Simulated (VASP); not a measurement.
Wanted: the native input for a VASP 6.6.1 run.

| Quantity | Value |
| --- | --- |
| Task | single point |
| Functional | PBE |
| Potentials or basis | VASP PAW PBE potentials, release 64 (Sr_sv, S, O) |
| Cutoff | 520 eV |
| k mesh | 2 × 2 × 1 |
| Occupations | gaussian, width 0.1 eV |
| Spin | no spin polarisation |
| Dipole correction | no |
| Further INCAR settings | ALGO = Normal; EDIFF = 1e-07; NBANDS = 24 |

The structure of Sr2SO lies in POSCAR:

```
Sr2SO
1.0
    4.0432370000      0.0000000000      0.0000000000
    0.0000000000      4.0432370000      0.0000000000
    0.0000000000      0.0000000000      5.7180000000
Sr S O
2 1 1
Direct
    0.0000000000      0.0000000000      0.0000000000
    0.5000000000      0.5000000000      0.5000000000
    0.0000000000      0.0000000000      0.5000000000
    0.5000000000      0.5000000000      0.0000000000
```

The input as run:

INCAR

```
PREC = Accurate
ENCUT = 520
EDIFF = 1E-7
ISMEAR = 0
SIGMA = 0.1
LREAL = F
LASPH = T
NELM = 80
ALGO = Normal
ISIF = 2
LWAVE = F
LCHARG = F
GGA = PE
NBANDS = 24
```

KPOINTS

```
Automatic mesh
0
Gamma
  2 2 1
```

Potentials or basis: VASP PAW PBE potentials, release 64 (Sr_sv, S, O).

Launch:

```console
$ cat potpaw_PBE.64/Sr_sv/POTCAR potpaw_PBE.64/S/POTCAR potpaw_PBE.64/O/POTCAR > POTCAR
$ mpirun -np 1 vasp_std > vasp.out
```

Results of the run:

```
Pressure               : 6.4 GPa
Band gap on the k mesh : 1.91 eV, direct
```

Caveat: the k points lie up to 1.10 Å⁻¹ apart.

Run time: 15 s on 1 thread of Intel Xeon 6975P-C, on a shared host, peak memory 0.19 GiB.
